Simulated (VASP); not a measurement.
Here is a VASP 6.6.1 calculation.

File INCAR:

```
  ALGO = Fast
  EDIFF = 1E-6
  ENCUT = 520
  GGA = PS
  ISIF = 2
  ISMEAR = 0
  LASPH = T
  LCHARG = F
  LREAL = F
  LWAVE = F
  NBANDS = 44
  NELM = 80
  PREC = Accurate
  SIGMA = 0.1
```

Contents of KPOINTS:

```
k-points
0
Gamma
  12 12 10
```

Contents of POSCAR:

```
CoSn
1.0
    4.9175136630      0.0000000000      0.0000000000
   -2.4587568315      4.2586917556      0.0000000000
    0.0000000000      0.0000000000      3.9268586086
Co Sn
3 3
Direct
    0.0000000000      0.5000000000      0.0000000000
    0.5000000000      0.5000000000      0.0000000000
    0.5000000000      0.0000000000      0.0000000000
    0.6666666667      0.3333333333      0.5000000000
    0.3333333333      0.6666666667      0.5000000000
    0.0000000000      0.0000000000      0.0000000000
```

Potentials or basis: VASP PAW PBE potentials, release 64 (Co, Sn_d).

Command:

```bash
$ cat potpaw_PBE.64/Co/POTCAR potpaw_PBE.64/Sn_d/POTCAR > POTCAR
$ mpirun -np 1 vasp_std > vasp.out
```

Task: What does it give for the pressure?

Result: 40.0 GPa.

Caveat: the PAW data sets were made with another functional, which shifts forces and pressure a little; spin-orbit coupling is left out, which moves the levels of the heavy elements. Spin polarisation is off, so any magnetic state and its effect on volume and gap are missing.
